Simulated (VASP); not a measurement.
A run of VASP 6.6.1 is set up as follows.

File INCAR:

```
  ALGO = Normal
  EDIFF = 1E-6
  ENCUT = 520
  GGA = PE
  ISIF = 2
  ISMEAR = 0
  LASPH = True
  LCHARG = False
  LREAL = False
  LWAVE = False
  NBANDS = 41
  NELM = 100
  PREC = Accurate
  SIGMA = 0.1
```

Contents of KPOINTS:

```
k-points
0
Gamma
  4 4 2
```

The input POSCAR:

```
AlGa3As4
1.0
    4.0609788000      0.0000000000      0.0000000000
    0.0000000000      4.0609788000      0.0000000000
    0.0000000000      0.0000000000     11.4756666000
Al Ga As
1 3 4
Direct
    0.0000000000      0.0000000000      0.0000000000
    0.5000000000      0.5000000000      0.2497490000
    0.0000000000      0.0000000000      0.5000000000
    0.5000000000      0.5000000000      0.7502510000
    0.5000000000      0.0000000000      0.1241000000
    0.0000000000      0.5000000000      0.3748950000
    0.5000000000      0.0000000000      0.6251050000
    0.0000000000      0.5000000000      0.8759000000
```

Potentials or basis: VASP PAW PBE potentials, release 64 (Al, Ga_d, As).

Command:

```sh
$ cat potpaw_PBE.64/Al/POTCAR potpaw_PBE.64/Ga_d/POTCAR potpaw_PBE.64/As/POTCAR > POTCAR
$ mpirun -np 1 vasp_std > vasp.out
```

Task: Estimate the pressure.

Result: 0.2 GPa.

Task: Predict the band gap on the k mesh.

Result: 0.52 eV, direct.

Forces on the atoms (eV/Å):
```
Al   0.000  0.000  0.000
Ga   0.000  0.000  0.007
Ga   0.000  0.000  0.000
Ga   0.000  0.000 -0.007
As   0.000  0.000 -0.018
As   0.000  0.000  0.002
As   0.000  0.000 -0.002
As   0.000  0.000  0.018
```

A k mesh can miss the band edges.
